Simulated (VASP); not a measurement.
AlCo (NiAs type): single point with PBE

Crystal: AlCo (NiAs type).

```xyz
4
Lattice="2.6030 0.0000 0.0000 -1.3015 2.2543 0.0000 0.0000 0.0000 7.3750" Properties=species:S:1:pos:R:3 pbc="T T T"
Co    0.0000    0.0000    0.0000
Co    0.0000    0.0000    3.6875
Al    0.0000    1.5028    1.8438
Al    1.3015    0.7514    5.5313
```

```
Program             : VASP 6.6.1
Task                : single point
Functional          : PBE
Potentials or basis : VASP PAW PBE potentials, release 64 (Co, Al)
Cutoff              : 520 eV
k mesh              : 11 × 11 × 6
Occupations         : fermi-dirac, width 0.08 eV
Spin                : no spin polarisation
```

The pressure is 24.9 GPa. The band gap on the k mesh is zero (band 12 reaches 12.15 eV, above the bottom of band 13 at 10.61 eV).

Stress tensor (GPa, compression positive):
```
25.01  0.00  0.00
 0.00 25.01  0.00
 0.00  0.00 24.57
```

Levels at points of the mesh, in eV from the Fermi level:
| k point | band 9 | band 10 | band 11 | band 12 | band 13 | band 14 | band 15 | band 16 | band 17 | band 18 |
| --- | --- | --- | --- | --- | --- | --- | --- | --- | --- | --- |
| (0.00, 0.00, 0.00) | -1.56 | -1.44 | -0.71 | -0.71 | -0.60 | -0.60 | 4.13 | 10.57 | 14.21 | 14.21 |
| (0.00, 0.00, 0.50) | -1.57 | -1.57 | -0.66 | -0.66 | -0.66 | -0.66 | 7.12 | 7.12 | 14.84 | 14.84 |

Wall time 41 s on 1 thread of Intel(R) Xeon(R) Platinum 8375C CPU @ 2.90GHz (Ice Lake), on a shared host, peak memory 0.19 GiB.

Spin polarisation is off, so any magnetic state and its effect on volume and gap are missing.
